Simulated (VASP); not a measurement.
A run of VASP 6.6.1 is set up as follows.

Contents of INCAR:

```
PREC = Accurate ; ENCUT = 700
EDIFF = 1E-6 ; ISMEAR = 0
SIGMA = 0.05 ; LREAL = False
LASPH = True ; NELM = 120
ALGO = Normal ; ISIF = 2
LWAVE = False ; LCHARG = False
GGA = PS ; NBANDS = 28
GGA_COMPAT = False
```

KPOINTS

```
regular mesh
0
Gamma
  8 8 8
```

Contents of POSCAR:

```
KTaO3
1.0
    3.9132357662      0.0000000000      0.0000000000
    0.0000000000      3.9132357662      0.0000000000
    0.0000000000      0.0000000000      3.9132357662
K Ta O
1 1 3
Direct
    0.5000000000      0.5000000000      0.5000000000
    0.0000000000      0.0000000000      0.0000000000
    0.5000000000      0.0000000000      0.0000000000
    0.0000000000      0.5000000000      0.0000000000
    0.0000000000      0.0000000000      0.5000000000
```

Potentials or basis: VASP PAW PBE potentials, release 64 (K_sv, Ta_sv_GW, O).

Command:

```bash
$ cat potpaw_PBE.64/K_sv/POTCAR potpaw_PBE.64/Ta_sv_GW/POTCAR potpaw_PBE.64/O/POTCAR > POTCAR
$ mpirun -np 1 vasp_std > vasp.out
```

(1) Estimate the pressure.

(2) Estimate the band gap on the k mesh.

Results:

(1) 12.9 GPa.

(2) 2.24 eV (least direct gap 2.82 eV).

Caveat: the cell stands under pressure; the PAW data sets were made with another functional, which shifts forces and pressure a little; spin-orbit coupling is left out, which moves the levels of the heavy elements.
